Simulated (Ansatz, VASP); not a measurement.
**KF in VASP and in Ansatz**

```
K F
1.0
    -0.08392    2.59437    2.59437
     2.59437   -0.08392    2.59437
     2.59437    2.59437   -0.08392
K F
1 1
Direct
  0.00000 0.00000 0.00000
  0.50000 0.50000 0.50000
```

Alike in both runs: task single point; functional LDA; k mesh 8 × 8 × 8; occupations gaussian, width 0.05 eV; no spin polarisation.

```csv
,VASP,Ansatz
version,VASP 6.6.1,Ansatz 0.2.0
potentials or method,"VASP PAW LDA potentials, release 64 (K_sv, F), cutoff 520 eV","scalar-relativistic, plane waves, PAW"
valence electrons in the cell,16,16
```

```tsv
	VASP	Ansatz	Ansatz less VASP
gap on the k mesh at the Fermi level (eV)	5.96	5.98	+0.018
least direct gap on the mesh (eV)	5.96	5.98	+0.018
pressure (GPa)	-2.3	-2.4	-0.14
traceless stress, the component that is largest in VASP (GPa)	0.42	0.43	+0.008
```

LDA's correlation is that of Perdew and Zunger in VASP and of Perdew and Wang (1992) in Ansatz.
